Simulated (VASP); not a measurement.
# Ce (Fm-3m) in VASP: further runs

The runs below take Ce through single point, with PBE.

All numbers are computed with VASP 6.6.1; they aren't measurements. Logs are shortened: lines on timing, memory, paths and dates and some standing lists are left out, and cuts for length are marked.

## 1. The cell of the first run

Symmetry: Fm-3m, No. 225, cubic system. The conventional cell has a = 5.161 Å, b = 5.161 Å, c = 5.161 Å, α = 90.00°, β = 90.00°, γ = 90.00°. Within 4.8 Å of Ce (site symmetry m-3m) lie 12 Ce at 3.65 Å.

## 2. Single point, PBE, collinear spin, ferromagnetic start

POSCAR

```
Ce
1.0
    0.0000000000      2.5806000000      2.5806000000
    2.5806000000      0.0000000000      2.5806000000
    2.5806000000      2.5806000000      0.0000000000
Ce
1
Direct
    0.0000000000      0.0000000000      0.0000000000
```

INCAR.step1

```
GGA      = PE             # functional
ISPIN    = 2              # spin polarisation
MAGMOM   = 1              # initial moments
LORBIT   = 11             # projections on sites
ISMEAR   = 1              # smearing method
SIGMA    = 0.1            # smearing width, eV
LWAVE    = False          # write WAVECAR
LCHARG   = True           # write CHGCAR
NBANDS   = 26             # bands
PREC     = Accurate       # precision mode
LASPH    = True           # aspherical terms in the spheres
LREAL    = False          # projectors in reciprocal space
ALGO     = Normal         # electronic algorithm
EDIFF    = 1E-6           # SCF threshold, eV
NELM     = 200            # most SCF steps
GGA_COMPAT= False        
ENCUT    = 320            # plane-wave cutoff, eV
LMAXMIX  = 6              # l up to which the mixer works
```

KPOINTS.step1

```
k-points
0
Gamma
  10 10 10
```

INCAR.step2

```
GGA      = PE             # functional
ISPIN    = 2              # spin polarisation
MAGMOM   = 1              # initial moments
LORBIT   = 11             # projections on sites
ISMEAR   = -5             # smearing method
LWAVE    = False          # write WAVECAR
LCHARG   = False          # write CHGCAR
NBANDS   = 26             # bands
PREC     = Accurate       # precision mode
LASPH    = True           # aspherical terms in the spheres
LREAL    = False          # projectors in reciprocal space
ALGO     = Normal         # electronic algorithm
EDIFF    = 1E-6           # SCF threshold, eV
NELM     = 200            # most SCF steps
GGA_COMPAT= False        
ENCUT    = 320            # plane-wave cutoff, eV
LMAXMIX  = 6              # l up to which the mixer works
NEDOS    = 2001           # points of the DOS
EMIN     = -10.1825     
EMAX     = 14.8175      
ICHARG   = 11             # starting density
```

KPOINTS.step2

```
Automatic mesh
0
Gamma
  12 12 12
  0 0 0
```

Potentials or basis: VASP PAW PBE potentials, release 64 (Ce).

Launch:

```console
$ cat potpaw_PBE.64/Ce/POTCAR > POTCAR
$ cp INCAR.step1 INCAR
$ cp KPOINTS.step1 KPOINTS
$ mpirun -np 1 vasp_std > vasp.out
$ cp INCAR.step2 INCAR
$ cp KPOINTS.step2 KPOINTS
$ mpirun -np 1 vasp_std > vasp.out
```

OUTCAR:

```text
GGA = PE
   ISPIN = 2
   LORBIT = 11
   ISMEAR = -5
   PREC = Accurate
   LASPH = True
   LREAL = False
   EDIFF = 1E-6
   NELM = 200
   ENCUT = 320
   EMIN = -10.1825
   ICHARG = 11

 Found     72 irreducible k-points:

 Following reciprocal coordinates:
            Coordinates               Weight
  0.000000  0.000000  0.000000      1.000000
  0.083333  0.000000  0.000000      8.000000
  0.166667  0.000000  0.000000      8.000000
  0.250000  0.000000  0.000000      8.000000
  0.333333  0.000000  0.000000      8.000000
  0.416667  0.000000  0.000000      8.000000
   k-points           NKPTS =     72   k-points in BZ     NKDIM =     72   number of bands    NBANDS=     26
   number of dos      NEDOS =   2001   number of ions     NIONS =      1
   total plane-waves  NPLWV =  13824
   dimension x,y,z NGX =    24 NGY =   24 NGZ =   24
   dimension x,y,z NGXF=    48 NGYF=   48 NGZF=   48
   ions per type =               1
   NGX,Y,Z   is equivalent  to a cutoff of  10.93, 10.93, 10.93 a.u.
   NGXF,Y,Z  is equivalent  to a cutoff of  21.87, 21.87, 21.87 a.u.
 SYSTEM =  unknown system
   PREC   = accura    normal or accurate (medium, high low for compatibility)
   ISTART =      0    job   : 0-new  1-cont  2-samecut
   ICHARG =     11    charge: 1-file 2-atom 10-const
   ISPIN  =      2    spin polarized calculation?
   LNONCOLLINEAR =      F non collinear calculations
   LSORBIT =      F    spin-orbit coupling
   LASPH  =      T    aspherical Exc in radial PAW
   ENCUT  =  320.0 eV  23.52 Ry    4.85 a.u.   5.32  5.32  5.32*2*pi/ulx,y,z
   NELM   =    200;   NELMIN=  2; NELMDL=  0     # of ELM steps
   EDIFF  = 0.1E-05   stopping-criterion for ELM
   LREAL  =      F    real-space projection
   EDIFFG = 0.1E-04   stopping-criterion for IOM
   NSW    =      0    number of steps for IOM
   IBRION =     -1    ionic relax: 0-MD 1-quasi-New 2-CG
   NFREE  =      0    steps in history (QN), initial steepest desc. (CG)
   ISIF   =      2    stress and relaxation
   ISYM   =      2    0-nonsym 1-usesym 2-fastsym
   POTIM  = 0.5000    time-step for ionic-motion
   TEBEG  =    0.0;   TEEND  =   0.0 temperature during run

   SCALEE = 1.0000    scale energy and forces
   PSTRESS=    0.0 pullay stress
   NELECT =      12.0000    total number of electrons
   NUPDOWN=      -1.0000    fix difference up-down
   EMIN   = -10.18;   EMAX   = 14.82  energy-range for DOS
   EFERMI =   0.00;   METHOD = LEGACY
   ISMEAR =    -5;   SIGMA  =   0.20  broadening in eV -4-tet -1-fermi 0-gaus
   EFERMI_NEDOS =   21; number of points for ismear=-14 and -15
   IALGO  =     38    algorithm
   IMIX   =      4    mixing-type and parameters
     AMIX     =   0.40;   BMIX     =  1.00
     AMIX_MAG =   1.60;   BMIX_MAG =  1.00
  volume/ion in A,a.u.               =      34.37       231.95
  Fermi-wavevector in a.u.,A,eV,Ry     =   1.152757  2.178395 18.080094  1.328849
  Thomas-Fermi vector in A             =   2.289406
   LORBIT       =     11    0 simple, 1 ext, 2 COOP (PROOUT), +10 PAW based schemes
   GGA     = PE    functional components
   LHFCALC =     F    Hartree Fock is set to
   AEXX    =    0.0000 exact exchange contribution
   IVDW    =     0    specifies the selected vdW correction
   LEPSILON=     F    determine dielectric tensor
   LRPA    =     F    only Hartree local field effects (RPA)

   CSHIFT  =0.1000    complex shift for real part using Kramers Kronig

   OMEGAMAX=  -1.0    maximum frequency
 spin polarized calculation
 Fermi weights with tetrahedron method with Bloechl corrections
  energy-cutoff  :      320.00
  volume of cell :       34.37
 maximum number of plane-waves:       459
 NGX is ok and might be reduce to    24

 number of electron      11.9999999 magnetization       0.2308437

 Free energy of the ion-electron system (eV)
  ---------------------------------------------------
  ext. energy  EPLUGINS =         0.00000000
  ---------------------------------------------------
  free energy    TOTEN  =        -5.74658906 eV

  energy without entropy =       -5.74658906  energy(sigma->0) =       -5.74658906

 E-fermi :   6.8129     XC(G=0): -10.0659

 val. band max:        6.8707393429   @ k =  -0.2500   0.3333   0.0833
 cond. band min:       6.8050936954   @ k =  -0.1667   0.2500   0.0833
 fundamental gap:     -0.0656456475
 Fermi energy:         6.8128653913

 spin component 1

 k-point     1 :       0.0000    0.0000    0.0000
  band No.  band energies     occupation
      1     -27.9214      1.00000
      2      -9.9283      1.00000
      3      -9.9283      1.00000
      4      -9.9283      1.00000
      5       3.5446      1.00000
      6       6.6955      1.00000
[... 10 lines left out ...]
     17      10.9366      0.00000
     18      16.4362      0.00000

 k-point     2 :       0.0833    0.0000    0.0000
  band No.  band energies     occupation
      1     -27.9084      1.00000
      2     -10.0354      1.00000
      3      -9.9407      1.00000
      4      -9.9407      1.00000
      5       3.7615      1.00000
      6       6.6617      1.00000
[... 10 lines left out ...]
     17      10.8467      0.00000
     18      16.8090      0.00000

 k-point     3 :       0.1667    0.0000    0.0000
  band No.  band energies     occupation
      1     -27.8727      1.00000
      2     -10.3175      1.00000
      3      -9.9746      1.00000
      4      -9.9746      1.00000
      5       4.3200      1.00000
      6       6.6016      1.00000
[... 10 lines left out ...]
     17      10.7581      0.00000
     18      17.2249      0.00000

 k-point     4 :       0.2500    0.0000    0.0000
  band No.  band energies     occupation
      1     -27.8233      1.00000
      2     -10.6803      1.00000
      3     -10.0203      1.00000
      4     -10.0203      1.00000
      5       4.9051      1.00000
      6       6.6790      1.00000
[... 10 lines left out ...]
     17      11.0738      0.00000
     18      16.5178      0.00000

 k-point     5 :       0.3333    0.0000    0.0000
  band No.  band energies     occupation
      1     -27.7732      1.00000
      2     -11.0217      1.00000
      3     -10.0652      1.00000
      4     -10.0652      1.00000
      5       5.1350      1.00000
      6       6.8055      1.00000
[... 10 lines left out ...]
     17      11.8066      0.00000
     18      16.0064      0.00000

 k-point     6 :       0.4167    0.0000    0.0000
  band No.  band energies     occupation
      1     -27.7361      1.00000
      2     -11.2601      1.00000
      3     -10.0977      1.00000
      4     -10.0977      1.00000
      5       5.1268      1.00000
      6       6.7599      1.00000
[... 10 lines left out ...]
     17      12.5821      0.00000
     18      15.8966      0.00000

 [... further k-points ...]

 spin component 2

 k-point     1 :       0.0000    0.0000    0.0000
  band No.  band energies     occupation
      1     -27.8215      1.00000
      2      -9.8461      1.00000
      3      -9.8461      1.00000
      4      -9.8461      1.00000
      5       3.5849      1.00000
      6       6.8342      0.53282
[... 10 lines left out ...]
     17      10.9964      0.00000
     18      16.5054      0.00000

 k-point     2 :       0.0833    0.0000    0.0000
  band No.  band energies     occupation
      1     -27.8084      1.00000
      2      -9.9540      1.00000
      3      -9.8586      1.00000
      4      -9.8586      1.00000
      5       3.8022      1.00000
      6       6.7945      0.99327
[... 10 lines left out ...]
     17      10.9072      0.00000
     18      16.8760      0.00000

 k-point     3 :       0.1667    0.0000    0.0000
  band No.  band energies     occupation
      1     -27.7724      1.00000
      2     -10.2379      1.00000
      3      -9.8928      1.00000
      4      -9.8928      1.00000
      5       4.3615      1.00000
      6       6.7219      1.00000
[... 10 lines left out ...]
     17      10.8186      0.00000
     18      17.2784      0.00000

 k-point     4 :       0.2500    0.0000    0.0000
  band No.  band energies     occupation
      1     -27.7227      1.00000
      2     -10.6029      1.00000
      3      -9.9387      1.00000
      4      -9.9387      1.00000
      5       4.9467      1.00000
      6       6.7967      0.68336
[... 10 lines left out ...]
     17      11.1305      0.00000
     18      16.5681      0.00000

 k-point     5 :       0.3333    0.0000    0.0000
  band No.  band energies     occupation
      1     -27.6722      1.00000
      2     -10.9463      1.00000
      3      -9.9840      1.00000
      4      -9.9840      1.00000
      5       5.1760      1.00000
      6       6.9690     -0.01327
[... 10 lines left out ...]
     17      11.8603      0.00000
     18      16.0588      0.00000

 k-point     6 :       0.4167    0.0000    0.0000
  band No.  band energies     occupation
      1     -27.6348      1.00000
      2     -11.1861      1.00000
      3     -10.0167      1.00000
      4     -10.0167      1.00000
      5       5.1664      1.00000
      6       6.9226      0.00000
[... 10 lines left out ...]
     17      12.6353      0.00000
     18      15.9513      0.00000

 [... further k-points ...]

 [bands above 18 left out]

------------------------ aborting loop because EDIFF is reached ----------------------------------------

  FORCE on cell =-STRESS in cart. coord.  units (eV):
  Direction    XX          YY          ZZ          XY          YZ          ZX
  --------------------------------------------------------------------------------------
  -------------------------------------------------------------------------------------
  Total       -1.3723793     -1.3723793     -1.3723793      0.0000000      0.0000000      0.0000000
  in kB      -63.9724018    -63.9724018    -63.9724018      0.0000000      0.0000000      0.0000000
  external PRESSURE =     -63.9724018 kB  Pullay stress =       0.0000000 kB

 VOLUME and BASIS-vectors are now :
 -----------------------------------------------------------------------------
  energy-cutoff  :      320.00
  volume of cell :       34.37
      direct lattice vectors                 reciprocal lattice vectors
     0.000000000  2.580600000  2.580600000    -0.193753391  0.193753391  0.193753391
     2.580600000  0.000000000  2.580600000     0.193753391 -0.193753391  0.193753391
     2.580600000  2.580600000  0.000000000     0.193753391  0.193753391 -0.193753391

 POSITION                                       TOTAL-FORCE (eV/Angst)
 -----------------------------------------------------------------------------------
      0.00000      0.00000      0.00000         0.000000      0.000000      0.000000
 -----------------------------------------------------------------------------------
    total drift:                               -0.000000     -0.000000      0.000000

  FREE ENERGIE OF THE ION-ELECTRON SYSTEM (eV)
  ---------------------------------------------------
  free  energy   TOTEN  =        -5.7465890640 eV

  energy  without entropy=       -5.7465890640  energy(sigma->0) =       -5.74658906

 total charge

# of ion       s       p       d       f       tot
--------------------------------------------------
    1        2.055   5.615   0.970   0.988   9.628

 magnetization (x)

# of ion       s       p       d       f       tot
--------------------------------------------------
    1        0.001   0.000   0.002   0.215   0.219
```

It took 2 min on 1 thread of AMD EPYC 7R43 (Zen 3), shared host; peak memory 0.15 GiB.

What came out:

| Property | Result |
| --- | --- |
| Net moment | 0.23 μB per cell |
| Site moments | Ce +0.22 μB |
| Valence electrons inside the program's atomic spheres | Ce 9.63 |
| Density of states at the Fermi level | 4.14 states/eV/atom |

Caveat: the cutoff is under 1.25 times the usual one of these potentials, so pressure, stress and relaxed cells hold a basis-set (Pulay) error; the magnetic or orbital state may not be the lowest; spin-orbit coupling is left out, which moves the levels of the heavy elements; semilocal functionals describe open f shells poorly, which spoils levels, moments and volumes; tetrahedron occupations give inexact forces and stress in metals.

## 3. Single point, PBE, collinear spin, ferromagnetic start

POSCAR is that of step 2.

INCAR.step1: that of step 2 with these lines changed.

```diff
@@ -16,3 +16,3 @@
 GGA_COMPAT= False        
-ENCUT    = 320            # plane-wave cutoff, eV
+ENCUT    = 550            # plane-wave cutoff, eV
 LMAXMIX  = 6              # l up to which the mixer works
```

KPOINTS.step1 is that of step 2.

INCAR.step2: that of step 2 with these lines changed.

```diff
@@ -15,7 +15,7 @@
 GGA_COMPAT= False        
-ENCUT    = 320            # plane-wave cutoff, eV
+ENCUT    = 550            # plane-wave cutoff, eV
 LMAXMIX  = 6              # l up to which the mixer works
-NEDOS    = 2001           # points of the DOS
-EMIN     = -10.1825     
-EMAX     = 14.8175      
+NEDOS    = 4001           # points of the DOS
+EMIN     = -10.1817     
+EMAX     = 14.8183      
 ICHARG   = 11             # starting density
```

KPOINTS.step2

```
Automatic mesh
0
Gamma
  27 27 27
  0 0 0
```

Potentials or basis: VASP PAW PBE potentials, release 64 (Ce).

Launch:

```console
$ cat potpaw_PBE.64/Ce/POTCAR > POTCAR
$ cp INCAR.step1 INCAR
$ cp KPOINTS.step1 KPOINTS
$ mpirun -np 1 vasp_std > vasp.out
$ cp INCAR.step2 INCAR
$ cp KPOINTS.step2 KPOINTS
$ mpirun -np 1 vasp_std > vasp.out
```

It took 14 min on 1 thread of AMD EPYC 7R43 (Zen 3), shared host; peak memory 0.74 GiB.

The run converged. Its results:

- Net moment: 0.23 μB per cell
- Site moments: Ce +0.23 μB
- Valence electrons inside the program's atomic spheres: Ce 9.65
- Density of states at the Fermi level: 4.19 states/eV/atom

Levels at points of the mesh, in eV from the Fermi level:
Spin up:
```csv
k point,band 2,band 3,band 4,band 5,band 6,band 7,band 8,band 9,band 10,band 11
"(0.00, 0.00, 0.00)",-16.74,-16.74,-16.74,-3.27,-0.12,0.20,0.20,0.20,0.72,0.72
```
Spin down:
```
           k point  band 2  band 3  band 4  band 5  band 6  band 7  band 8  band 9  band 10  band 11
(0.00, 0.00, 0.00)  -16.65  -16.65  -16.65   -3.23    0.02    0.38    0.38    0.38     0.82     0.82
```

Caveat: the magnetic or orbital state may not be the lowest; spin-orbit coupling is left out, which moves the levels of the heavy elements; semilocal functionals describe open f shells poorly, which spoils levels, moments and volumes; tetrahedron occupations give inexact forces and stress in metals. The state reached can hang on the start; a lower one may exist.
